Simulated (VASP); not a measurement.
Crystal: CaMg.

```
Ca Mg
1.0
     3.96614    0.00000    0.00000
     0.00000    3.96614    0.00000
     0.00000    0.00000    3.96614
Ca Mg
1 1
Cartesian
  0.0000 0.0000 0.0000
  1.9831 1.9831 1.9831
```

```yaml
Program: VASP 6.6.1
Task: relaxation of cell and atoms
Functional: PBEsol
Potentials_or_basis: VASP PAW PBE potentials, release 64 (Ca_sv, Mg)
Cutoff: 600 eV
k_mesh: 7 × 7 × 7
Occupations: fermi-dirac, width 0.02 eV
Spin: no spin polarisation
```

At the start: pressure -0.8 GPa; volume 31.19 Å³/atom.

How do energy, volume and symmetry change on relaxing?

Over 3 steps the energy falls by 2.5 meV/atom and the volume is 30.24 Å³/atom (-3.1 %); space group Pm-3m (No. 221, to 0.05 Å).

Step by step:
| step | energy change (eV) | largest force (eV/Å) | pressure (GPa) | volume (Å³) |
| --- | --- | --- | --- | --- |
| 1 | 0.0000 | 0.0000 | -0.80 | 62.39 |
| 2 | -0.0046 | 0.0000 | -0.23 | 60.99 |
| 3 | -0.0049 | 0.0000 | -0.01 | 60.48 |

Final structure:
```
Ca Mg
1.0
     3.92524    0.00000    0.00000
     0.00000    3.92524    0.00000
     0.00000    0.00000    3.92524
Ca Mg
1 1
Direct
  0.00000 0.00000 0.00000
  0.50000 0.50000 0.50000
```

Caveat: the PAW data sets were made with another functional, which shifts forces and pressure a little.
